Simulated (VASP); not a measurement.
A run of VASP 6.6.1:

INCAR

```
ALGO = Normal
EDIFF = 1E-7
ENCUT = 520
GGA = PE
ISIF = 2
ISMEAR = 0
LASPH = True
LCHARG = False
LREAL = False
LWAVE = False
NBANDS = 27
NELM = 100
PREC = Accurate
SIGMA = 0.1
```

File KPOINTS:

```
k-points
0
Gamma
  6 6 2
```

File POSCAR:

```
In2TeS
1.0
    5.1908871944     -0.0000000038      0.0000000000
   -2.5954435939      4.4954401805      0.0000000000
    0.0000000000      0.0000000000      9.8221743288
In Te S
2 1 1
Direct
    0.6666666667      0.3333333333      0.2582570763
    0.6666666667      0.3333333333      0.7417429237
    0.0000000000      0.0000000000      0.0000000000
    0.6666666667      0.3333333333      0.0000000000
```

Potentials or basis: VASP PAW PBE potentials, release 64 (In_d, Te, S).

Launch:

```bash
$ cat potpaw_PBE.64/In_d/POTCAR potpaw_PBE.64/Te/POTCAR potpaw_PBE.64/S/POTCAR > POTCAR
$ mpirun -np 1 vasp_std > vasp.out
```

Hardware: 1 thread of Intel(R) Xeon(R) Platinum 8488C (Sapphire Rapids), with other jobs on the host.

Task: Estimate the wall time of this run.

Result: Run time: 2.4 min on 1 thread of Intel(R) Xeon(R) Platinum 8488C (Sapphire Rapids), on a shared host, peak memory 0.39 GiB. Counts: scf iterations 18, k points 14.
